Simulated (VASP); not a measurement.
# Cr (Pm-3n) in VASP: a series of runs, part 2 of 2

VASP 6.6.1. The steps go on from the part before.

### Step 3. Single point, r2SCAN

Contents of POSCAR:

```
Cr
1.0
    4.5098896493      0.0000000000      0.0000000000
    0.0000000000      4.5098896493      0.0000000000
    0.0000000000      0.0000000000      4.5098896493
Cr
8
Direct
    1.0000000000      0.0000000000      0.0000000000
    0.5000000000      0.5000000000      0.5000000000
    0.2500000000      1.0000000000      0.5000000000
    0.7500000000      1.0000000000      0.5000000000
    0.5000000000      0.2500000000      0.0000000000
    0.5000000000      0.7500000000      0.0000000000
    0.0000000000      0.5000000000      0.2500000000
    0.0000000000      0.5000000000      0.7500000000
```

Contents of INCAR.step1:

```
PREC     = Accurate       # precision mode
ENCUT    = 520            # plane-wave cutoff, eV
ISMEAR   = -1             # smearing method
SIGMA    = 0.1            # smearing width, eV
LREAL    = F              # projectors in reciprocal space
LASPH    = T              # aspherical terms in the spheres
NELM     = 100            # most SCF steps
NBANDS   = 58             # bands
GGA      = PE             # functional
ALGO     = Normal         # electronic algorithm
EDIFF    = 1E-4           # SCF threshold, eV
LWAVE    = T              # write WAVECAR
LCHARG   = F              # write CHGCAR
```

Contents of INCAR.step2:

```
PREC     = Accurate       # precision mode
ENCUT    = 520            # plane-wave cutoff, eV
EDIFF    = 1E-6           # SCF threshold, eV
ISMEAR   = -1             # smearing method
SIGMA    = 0.1            # smearing width, eV
LREAL    = F              # projectors in reciprocal space
LASPH    = T              # aspherical terms in the spheres
NELM     = 100            # most SCF steps
ALGO     = Normal         # electronic algorithm
ISIF     = 2              # what is computed and relaxed
LWAVE    = F              # write WAVECAR
LCHARG   = F              # write CHGCAR
METAGGA  = R2SCAN         # meta-GGA
LMIXTAU  = T            
NBANDS   = 58             # bands
ISTART   = 1
```

Contents of KPOINTS:

```
Automatic mesh
0
Gamma
  8 8 8
```

Potentials or basis: VASP PAW PBE potentials, release 64 (Cr_pv).

On the command line:

```console
> cat potpaw_PBE.64/Cr_pv/POTCAR > POTCAR
> cp INCAR.step1 INCAR
> mpirun -np 1 vasp_std > vasp.out
> cp INCAR.step2 INCAR
> mpirun -np 1 vasp_std > vasp.out
```

OUTCAR:

```text
PREC = Accurate
   ENCUT = 520
   EDIFF = 1E-6
   ISMEAR = -1
   LREAL = F
   LASPH = T
   NELM = 100
   ISIF = 2
   METAGGA = R2SCAN
   ISTART = 1

 ion  position               nearest neighbor table
   1  0.000  0.000  0.000-   3 2.52   4 2.52   5 2.52   6 2.52   7 2.52   8 2.52   3 2.52   4 2.52
                             7 2.52   8 2.52   5 2.52   6 2.52
   2  0.500  0.500  0.500-   3 2.52   4 2.52   5 2.52   6 2.52   7 2.52   8 2.52   5 2.52   6 2.52
                             3 2.52   4 2.52   7 2.52   8 2.52
   3  0.250  0.000  0.500-   4 2.25   4 2.25   1 2.52   1 2.52   2 2.52   2 2.52   8 2.76   5 2.76
                             5 2.76   6 2.76   6 2.76   7 2.76   8 2.76   7 2.76
   4  0.750  0.000  0.500-   3 2.25   3 2.25   1 2.52   1 2.52   2 2.52   2 2.52   8 2.76   5 2.76
                             5 2.76   6 2.76   6 2.76   7 2.76   8 2.76   7 2.76
   5  0.500  0.250  0.000-   6 2.25   6 2.25   1 2.52   2 2.52   2 2.52   1 2.52   8 2.76   4 2.76
                             3 2.76   4 2.76   3 2.76   7 2.76   7 2.76   8 2.76
   6  0.500  0.750  0.000-   5 2.25   5 2.25   1 2.52   2 2.52   2 2.52   1 2.52   8 2.76   4 2.76
                             3 2.76   4 2.76   3 2.76   7 2.76   7 2.76   8 2.76
   7  0.000  0.500  0.250-   8 2.25   8 2.25   1 2.52   2 2.52   1 2.52   2 2.52   3 2.76   4 2.76
                             5 2.76   3 2.76   4 2.76   6 2.76   5 2.76   6 2.76
   8  0.000  0.500  0.750-   7 2.25   7 2.25   1 2.52   2 2.52   1 2.52   2 2.52   3 2.76   4 2.76
                             5 2.76   3 2.76   4 2.76   6 2.76   5 2.76   6 2.76

  LATTYP: Found a simple cubic cell.
 ALAT       =     4.5098896493

  Lattice vectors:

 A1 = (   4.5098896493,   0.0000000000,   0.0000000000)
 A2 = (   0.0000000000,   4.5098896493,   0.0000000000)
 A3 = (   0.0000000000,   0.0000000000,   4.5098896493)

Analysis of symmetry for initial positions (statically):
=====================================================================
 Subroutine PRICEL returns:
 Original cell was already a primitive cell.

 Routine SETGRP: Setting up the symmetry group for a
 simple cubic supercell.

 Subroutine GETGRP returns: Found 48 space group operations
 (whereof 24 operations were pure point group operations)
[... 154 lines left out ...]
   LORBIT       =      0    0 simple, 1 ext, 2 COOP (PROOUT), +10 PAW based schemes
   METAGGA = R2SCAN    functional components
   LHFCALC =     F    Hartree Fock is set to
   AEXX    =    0.0000 exact exchange contribution
   IVDW    =     0    specifies the selected vdW correction
   LEPSILON=     F    determine dielectric tensor
   LRPA    =     F    only Hartree local field effects (RPA)
 non-spin polarized calculation
  energy-cutoff  :      520.00
  volume of cell :       91.73
 maximum number of plane-waves:      2517
 NGX is ok and might be reduce to    36
   NGX = 17   NGY = 17   NGZ = 17

 number of electron      95.9999969 magnetization

 Free energy of the ion-electron system (eV)
  ---------------------------------------------------
  ext. energy  EPLUGINS =         0.00000000
  ---------------------------------------------------
  free energy    TOTEN  =      -117.77766536 eV

  energy without entropy =     -117.61974942  energy(sigma->0) =     -117.69870739

 E-fermi :  10.8776     XC(G=0): -15.0197

 val. band max:       10.8446758647   @ k =   0.3750   0.3750   0.0000
 cond. band min:      10.8935427170   @ k =   0.5000   0.3750   0.0000
 fundamental gap:      0.0488668523
 Fermi energy:        10.8776305977

 k-point     1 :       0.0000    0.0000    0.0000
  band No.  band energies     occupation
      1     -34.5156      2.00000
      2     -34.5156      2.00000
      3     -34.3920      2.00000
      4     -34.1478      2.00000
      5     -34.1478      2.00000
      6     -34.1478      2.00000
[... 1453 lines left out ...]
     57      12.4513      0.00000
     58      12.6330      0.00000

 [... further k-points ...]
[... 5 lines left out ...]
  --------------------------------------------------------------------------------------
  -------------------------------------------------------------------------------------
  Total        0.3332044      0.3332044      0.3332044      0.0000000     -0.0000000     -0.0000000
  in kB        5.8200078      5.8200078      5.8200078      0.0000000     -0.0000000     -0.0000000
  external PRESSURE =       5.8200078 kB  Pullay stress =       0.0000000 kB

 VOLUME and BASIS-vectors are now :
 -----------------------------------------------------------------------------
  energy-cutoff  :      520.00
  volume of cell :       91.73
      direct lattice vectors                 reciprocal lattice vectors
     4.509889649  0.000000000  0.000000000     0.221734915  0.000000000  0.000000000
     0.000000000  4.509889649  0.000000000     0.000000000  0.221734915  0.000000000
     0.000000000  0.000000000  4.509889649     0.000000000  0.000000000  0.221734915

 POSITION                                       TOTAL-FORCE (eV/Angst)
 -----------------------------------------------------------------------------------
      0.00000      0.00000      0.00000        -0.000000     -0.000000     -0.000000
      2.25494      2.25494      2.25494        -0.000000     -0.000000     -0.000000
      1.12747      0.00000      2.25494         0.000000      0.000000      0.000000
      3.38242      0.00000      2.25494        -0.000000      0.000000     -0.000000
      2.25494      1.12747      0.00000        -0.000000     -0.000000      0.000000
      2.25494      3.38242      0.00000         0.000000      0.000000      0.000000
      0.00000      2.25494      1.12747        -0.000000     -0.000000      0.000000
      0.00000      2.25494      3.38242         0.000000      0.000000     -0.000000
 -----------------------------------------------------------------------------------
    total drift:                                0.000000      0.000000     -0.000000

  FREE ENERGIE OF THE ION-ELECTRON SYSTEM (eV)
  ---------------------------------------------------
  free  energy   TOTEN  =      -117.7776653589 eV

  energy  without entropy=     -117.6197494202  energy(sigma->0) =     -117.69870739
```

OUTCAR.step1:

```text
PREC = Accurate
   ENCUT = 520
   ISMEAR = -1
   LREAL = F
   LASPH = T
[... 1717 lines left out ...]
      2.25494      1.12747      0.00000         0.000000      0.000000      0.000000
      2.25494      3.38242      0.00000        -0.000000      0.000000      0.000000
      0.00000      2.25494      1.12747        -0.000000      0.000000     -0.000000
      0.00000      2.25494      3.38242         0.000000     -0.000000      0.000000
 -----------------------------------------------------------------------------------
    total drift:                                0.000000      0.000000     -0.000000

  FREE ENERGIE OF THE ION-ELECTRON SYSTEM (eV)
  ---------------------------------------------------
  free  energy   TOTEN  =       -75.6483018350 eV

  energy  without entropy=      -75.4626259969  energy(sigma->0) =      -75.55546392
```

OSZICAR.step1:

```text
N       E                     dE             d eps       ncg     rms          rms(c)
DAV:   1     0.137120468834E+04    0.13712E+04   -0.53031E+04  4092   0.209E+03
DAV:   2     0.174071958694E+02   -0.13538E+04   -0.13197E+04  4060   0.647E+02
DAV:   3    -0.844952693304E+02   -0.10190E+03   -0.96625E+02  5430   0.183E+02
DAV:   4    -0.882887861362E+02   -0.37935E+01   -0.37374E+01  5152   0.344E+01
DAV:   5    -0.883799456729E+02   -0.91160E-01   -0.90931E-01  5176   0.537E+00    0.368E+01
DAV:   6    -0.760880970702E+02    0.12292E+02   -0.76852E+01  4438   0.592E+01    0.776E+00
DAV:   7    -0.804460813340E+02   -0.43580E+01   -0.35299E+01  5576   0.375E+01    0.278E+01
DAV:   8    -0.755688285383E+02    0.48773E+01   -0.31655E+01  5690   0.284E+01    0.322E+00
DAV:   9    -0.757217752925E+02   -0.15295E+00   -0.22121E+00  5554   0.670E+00    0.305E+00
DAV:  10    -0.756480014466E+02    0.73774E-01   -0.33560E-01  5592   0.411E+00    0.301E-01
DAV:  11    -0.756487243217E+02   -0.72288E-03   -0.15624E-02  4982   0.803E-01    0.290E-01
DAV:  12    -0.756482963912E+02    0.42793E-03   -0.21888E-03  4924   0.383E-01    0.639E-02
DAV:  13    -0.756483018350E+02   -0.54438E-05   -0.16235E-04  2870   0.648E-02
   1 F= -.75648302E+02 E0= -.75555464E+02  d E =-.185676E+00
```

Wall time 6.6 min (1 thread of Intel Xeon Platinum 8488C (Sapphire Rapids), shared host); peak memory 0.29 GiB.

What came out:

```yaml
Free_energy: -117.7777 eV
Pressure: 0.6 GPa
Band_gap_on_the_k_mesh: zero (bands 48 and 49 overlap by 0.46 eV)
```

Levels at points of the mesh, in eV from the Fermi level:
```csv
k point,band 45,band 46,band 47,band 48,band 49,band 50,band 51,band 52
"(0.00, 0.00, 0.00)",-1.17,-1.17,-0.25,-0.25,-0.25,0.93,0.93,0.93
"(0.50, 0.00, 0.00)",-0.89,-0.89,-0.60,-0.60,0.35,0.35,0.44,0.44
"(0.50, 0.50, 0.00)",-0.78,-0.46,-0.46,0.03,0.05,0.05,0.22,0.65
"(0.50, 0.50, 0.50)",-1.09,-1.09,-1.09,-1.09,0.81,0.81,0.81,0.81
```

Caveat: the PAW data sets were made with another functional, which shifts forces and pressure a little; the run has no spin polarisation, though such a crystal can be magnetic. Spin polarisation is off, so any magnetic state and its effect on volume and gap are missing.

### Step 4. Relaxation of cell and atoms, r2SCAN

This run uses another cell than the first one, of 11.99 Å³/atom.

Contents of POSCAR:

```
Cr
1.0
    4.5779058938      0.0000000000      0.0000000000
    0.0000000000      4.5779058938      0.0000000000
    0.0000000000      0.0000000000      4.5779058938
Cr
8
Direct
    0.0000000000      0.0000000000      0.0000000000
    0.5000000000      0.5000000000      0.5000000000
    0.2500000000      0.0000000000      0.5000000000
    0.7500000000      0.0000000000      0.5000000000
    0.5000000000      0.2500000000      0.0000000000
    0.5000000000      0.7500000000      0.0000000000
    0.0000000000      0.5000000000      0.2500000000
    0.0000000000      0.5000000000      0.7500000000
```

Contents of INCAR.step1:

```
PREC = Accurate ; ENCUT = 600
ISMEAR = -1 ; SIGMA = 0.1
LREAL = False ; LASPH = True
NELM = 100 ; GGA = PE
ALGO = Normal ; EDIFF = 1E-4
LWAVE = True ; LCHARG = False
```

Contents of INCAR.step2:

```
PREC = Accurate ; ENCUT = 600
EDIFF = 1E-7 ; ISMEAR = -1
SIGMA = 0.1 ; LREAL = False
LASPH = True ; NELM = 100
ALGO = Normal ; ISIF = 3
LWAVE = False ; LCHARG = False
METAGGA = R2SCAN ; LMIXTAU = True
IBRION = 2 ; NSW = 80
EDIFFG = -0.01 ; ISTART = 1
```

Contents of KPOINTS:

```
Automatic mesh
0
Gamma
  6 6 6
```

On the command line:

```console
> cat potpaw_PBE.64/Cr_pv/POTCAR > POTCAR
> cp INCAR.step1 INCAR
> mpirun -np 1 vasp_std > vasp.out
> cp INCAR.step2 INCAR
> mpirun -np 1 vasp_std > vasp.out
```

Wall time 74 min (1 thread of Oxide Virtual Turin-like, shared host); peak memory 0.28 GiB.

The run converged. Its results:

```yaml
Free_energy: -117.7710 eV
Relaxed_volume: 11.49 Å³/atom
Relaxed_cell: a = 4.513 Å, b = 4.513 Å, c = 4.513 Å, α = 90.00°, β = 90.00°, γ = 90.00°
Space_group_after_relaxing_to_0.1_Å: Pm-3n (No. 223)
Energy_gained_by_relaxing: 17.4 meV/atom
Ionic_steps: 4
Pressure_after_relaxing: 0.0 GPa
Band_gap_on_the_k_mesh: zero (bands 48 and 49 overlap by 0.35 eV)
```

Step by step:
| step | energy change (eV) | largest force (eV/Å) | pressure (GPa) | volume (Å³) |
| --- | --- | --- | --- | --- |
| 1 | 0.0000 | 0.0000 | -10.68 | 95.94 |
| 2 | 0.3277 | 0.0000 | 24.03 | 85.27 |
| 3 | -0.1392 | 0.0000 | -0.25 | 92.01 |
| 4 | -0.1393 | 0.0000 | -0.02 | 91.93 |

Final structure:
```
Cr
1.0
     4.51319    0.00000    0.00000
     0.00000    4.51319    0.00000
     0.00000    0.00000    4.51319
Cr
8
Direct
  0.00000 0.00000 0.00000
  0.50000 0.50000 0.50000
  0.25000 0.00000 0.50000
  0.75000 0.00000 0.50000
  0.50000 0.25000 0.00000
  0.50000 0.75000 0.00000
  0.00000 0.50000 0.25000
  0.00000 0.50000 0.75000
```

Levels at points of the mesh, in eV from the Fermi level:
| k point | band 45 | band 46 | band 47 | band 48 | band 49 | band 50 | band 51 | band 52 |
| --- | --- | --- | --- | --- | --- | --- | --- | --- |
| (0.00, 0.00, 0.00) | -1.18 | -1.18 | -0.27 | -0.27 | -0.27 | 0.91 | 0.91 | 0.91 |
| (0.50, 0.00, 0.00) | -0.90 | -0.90 | -0.62 | -0.62 | 0.33 | 0.33 | 0.42 | 0.42 |
| (0.50, 0.50, 0.00) | -0.79 | -0.48 | -0.48 | 0.02 | 0.03 | 0.03 | 0.20 | 0.64 |
| (0.50, 0.50, 0.50) | -1.10 | -1.10 | -1.10 | -1.10 | 0.79 | 0.79 | 0.79 | 0.79 |

Caveat: the PAW data sets were made with another functional, which shifts forces and pressure a little; the run has no spin polarisation, though such a crystal can be magnetic.

### Step 5. Summary

| task | cell | k mesh | cutoff (eV) | gap on the mesh (eV) | pressure (GPa) |
| --- | --- | --- | --- | --- | --- |
| single point | a = 4.510 Å, 8 atoms | 6 × 6 × 6 | 520 | none | 0.7 |
| single point | a = 4.510 Å, 8 atoms | 8 × 8 × 8 | 520 | none | 0.6 |
| relaxation of cell and atoms | relaxed from a = 4.578 Å, 8 atoms | 6 × 6 × 6 | 600 | none | 0.0 |

Alike in all rows: level r2SCAN; potentials or basis VASP PAW PBE potentials, release 64 (Cr_pv); no spin polarisation; smearing fermi-dirac 0.1 eV.

Caveats: the PAW data sets were made with another functional, which shifts forces and pressure a little; the run has no spin polarisation, though such a crystal can be magnetic.

Absolute energies hang on the potentials; compare differences alone.

The gap in the log of VASP goes by the Fermi energy; the results here count the filled bands.